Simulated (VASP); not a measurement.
The system is Re.

```
CELL_PARAMETERS angstrom
2.79713 0.00000 0.00000
-1.39857 2.42239 0.00000
0.00000 0.00000 4.51687
ATOMIC_POSITIONS crystal
Re 0.66667 0.33333 0.75000
Re 0.33333 0.66667 0.25000
```

Base run:

- Program: VASP 6.6.1
- Functional: PBEsol
- Potentials or basis: VASP PAW PBE potentials, release 64 (Re)
- Cutoff: 520 eV
- k mesh: 11 × 11 × 6
- Occupations: fermi-dirac, width 0.05 eV
- Spin: no spin polarisation

Its results: band gap on the k mesh zero (band 7 reaches 8.48 eV, above the bottom of band 8 at 5.63 eV); pressure -17.9 GPa.

**Question.** The run is repeated on the same cell with these changes: functional from PBEsol to r2SCAN; further incar settings from ALGO = Normal; EDIFF = 1e-07; NBANDS = 14 to ALGO = Normal; EDIFF = 1e-06; NBANDS = 14. What comes out?

**Answer.** Band gap on the k mesh zero (band 7 reaches 8.43 eV, above the bottom of band 8 at 5.56 eV); pressure -14.5 GPa.

Caveats: the PAW data sets were made with another functional, which shifts forces and pressure a little; spin-orbit coupling is left out, which moves the levels of the heavy elements.
